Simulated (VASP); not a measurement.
Runs of VASP 6.6.1 on In2Sb. The structure is that of space group P6_3/mmc (No. 194), or close to it. The cells are those of the table. 

| cell | k mesh | smearing | further INCAR settings | gap on the mesh (eV) | pressure (GPa) |
| --- | --- | --- | --- | --- | --- |
| a = 5.333, b = 5.333, c = 6.393 Å, angles 90.0, 90.0, 120.0°, 6 atoms | 12 × 12 × 6 | gaussian 0.1 eV | ALGO = Fast; EDIFF = 1e-07; NBANDS = 40 | none | 0.0 |
| a = 5.333, b = 5.333, c = 6.393 Å, angles 90.0, 90.0, 120.0°, 6 atoms | 12 × 12 × 8 | gaussian 0.15 eV | ALGO = Fast; EDIFF = 1e-07; NBANDS = 40 | none | 0.0 |
| a = 5.432, b = 5.432, c = 6.531 Å, angles 90.0, 90.0, 120.0°, 6 atoms | 12 × 12 × 6 | gaussian 0.1 eV | ALGO = Fast; EDIFF = 1e-06; NBANDS = 40 | none | (a) |
| a = 5.333, b = 5.333, c = 6.393 Å, angles 90.0, 90.0, 120.0°, 6 atoms | 12 × 12 × 8 | gaussian 0.15 eV | ALGO = Fast; EDIFF = 1e-06; NBANDS = 40 | none | 0.1 |

Alike in all rows: task single point; level PBEsol; potentials or basis VASP PAW PBE potentials, release 64 (In_d, Sb); no spin polarisation; cutoff (eV) 520.

**Question.** Fill in the values left out.

**Answer.** (a) -2.4.

Caveats: the PAW data sets were made with another functional, which shifts forces and pressure a little; spin-orbit coupling is left out, which moves the levels of the heavy elements.

A k mesh can miss the band edges, and the runs leave out spin-orbit coupling on In, Sb.

A gap of «none» marks levels without a gap at the run's occupations.
